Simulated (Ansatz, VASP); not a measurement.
GeW in VASP and in Ansatz

```xyz
8
Lattice="6.0754 0.0000 0.0000 0.0000 3.2667 0.0000 0.0000 0.0000 6.6166" Properties=species:S:1:pos:R:3 pbc="T T T"
Ge    5.0499    2.4501    3.7183
Ge    1.0254    0.8167    2.8983
Ge    4.0631    0.8167    0.4100
Ge    2.0123    2.4501    6.2066
W     6.0378    2.4501    1.1237
W     0.0376    0.8167    5.4929
W     3.0752    0.8167    4.4320
W     3.0001    2.4501    2.1846
```

Change from the starting cell: species swapped into the GeRh type (Pnma, No. 62).

Alike in both runs: functional PBE; k mesh 3 × 5 × 3; occupations gaussian, width 0.2 eV; no spin polarisation.

Ansatz relaxed the structure, and its values are those at the end. VASP's run is a single point on that final structure, the one shown.

|  | VASP | Ansatz |
| --- | --- | --- |
| version | VASP 6.6.1 | Ansatz 0.2.0 |
| potentials or method | VASP PAW PBE potentials, release 64 (Ge_d, W_sv), cutoff 500 eV | scalar-relativistic, plane waves, PAW |
| valence electrons in the cell | 112 | 112 |

Ansatz gave:

```
gap on the k mesh at the Fermi level (eV) : none
pressure (GPa)                            : 0.0
rms of the force components (eV/Å)        : 0.008
```

Problem. Estimate VASP's values.

Solution. gap on the k mesh at the Fermi level (eV): none; pressure (GPa): 0.2; rms of the force components (eV/Å): 0.009.

A gap of «none» marks a metal or a gap that the smearing closes.

The k mesh is coarse, so the values compare programs but aren't converged. Spin-orbit coupling is off throughout.
